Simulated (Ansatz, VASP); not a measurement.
## Os: VASP beside Ansatz

```
Os
1.0
     2.72909    0.00000    0.00000
    -1.36454    2.36346    0.00000
     0.00000    0.00000    4.30698
Os
2
Direct
  0.33333 0.66667 0.25000
  0.66667 0.33333 0.75000
```

Alike in both runs: functional PBEsol; k mesh 20 × 20 × 12; occupations fermi-dirac, width 0.05 eV; no spin polarisation.

Ansatz relaxed the structure, and its values are those at the end. VASP's run is a single point on that final structure, the one shown.

```csv
,VASP,Ansatz
version,VASP 6.6.1,Ansatz 0.2.0
potentials or method,"VASP PAW PBE potentials, release 64 (Os)","PAW with Ansatz's default frozen-core files, scalar-relativistic"
plane-wave cutoff (eV),520,420
valence electrons in the cell,16,32
```

Ansatz gave:

- pressure (GPa): 0.0

Estimate VASP's values.

pressure (GPa): 0.5.

VASP's potentials were made for PBE, not for PBEsol. VASP's potentials hold 16 valence electrons a cell and Ansatz's 32, so a difference there can come from the potentials and not from the codes.

Neither program's run includes spin-orbit coupling.
